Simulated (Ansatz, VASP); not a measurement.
# MnAu in VASP and in Ansatz

```
Mn Au
1.0
     3.18872    0.00000    0.00000
     0.00000    3.18872    0.00000
     0.00000    0.00000    6.61973
Mn Au
2 2
Direct
  0.50000 0.50000 0.25000
  0.50000 0.50000 0.75000
  0.00000 0.00000 0.00000
  0.00000 0.00000 0.50000
```

Alike in both runs: task single point; functional LDA; k mesh 9 × 9 × 5; occupations fermi-dirac, width 0.025 eV; collinear spin.

|  | VASP | Ansatz |
| --- | --- | --- |
| version | VASP 6.6.1 | Ansatz 0.2.0 |
| potentials or method | VASP PAW LDA potentials, release 64 (Mn_pv, Au) | PAW with Ansatz's default frozen-core files, scalar-relativistic |
| plane-wave cutoff (eV) | 520 | 420 |
| valence electrons in the cell | 48 | 68 |

VASP gave:

```
pressure (GPa)                                                : -14.0
traceless stress, the component that is largest in VASP (GPa) : -1.87
net moment per atom (μB)                                      : 0.00
size of the moment on the site where the two differ most (μB) : 3.80
```

Q: Which values does Ansatz return?

A: Pressure (GPa): -13.7; traceless stress, the component that is largest in VASP (GPa): -1.87; net moment per atom (μB): 0.00; size of the moment on the site where the two differ most (μB): 3.88.

LDA's correlation is that of Perdew and Zunger in VASP and of Perdew and Wang (1992) in Ansatz. Site moments also hang on the region over which each program counts them. VASP's potentials hold 48 valence electrons a cell and Ansatz's 68, so a difference there can come from the potentials and not from the codes.

Spin-orbit coupling is off throughout.
